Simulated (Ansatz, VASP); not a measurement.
KNaHCl: VASP beside Ansatz

```
K Na H Cl
1.0
     4.22638    0.00000    0.00000
     0.00000    4.22638    0.00000
     0.00000    0.00000    5.59774
K Na H Cl
1 1 1 1
Cartesian
  0.0000 0.0000 0.0000
  2.1132 2.1132 2.7989
  0.0000 0.0000 2.7989
  2.1132 2.1132 0.0000
```

Change from the starting cell: species swapped into the PrSmSeS type (P4/mmm, No. 123).

Alike in both runs: functional PBE; k mesh 4 × 4 × 3; occupations gaussian, width 0.15 eV; no spin polarisation.

Ansatz relaxed the structure, and its values are those at the end. VASP's run is a single point on that final structure, the one shown.

|  | VASP | Ansatz |
| --- | --- | --- |
| version | VASP 6.6.1 | Ansatz 0.2.0 |
| potentials or method | VASP PAW PBE potentials, release 64 (K_sv, Na_pv, H, Cl), cutoff 500 eV | scalar-relativistic, plane waves, PAW |
| valence electrons in the cell | 24 | 26 |

```tsv
	VASP	Ansatz	Ansatz less VASP
gap on the k mesh at the Fermi level (eV)	2.97	2.97	-0.001
least direct gap on the mesh (eV)	3.54	3.54	0.000
pressure (GPa)	0.4	0.4	+0.01
```

VASP's potentials hold 24 valence electrons a cell and Ansatz's 26, so a difference there can come from the potentials and not from the codes.
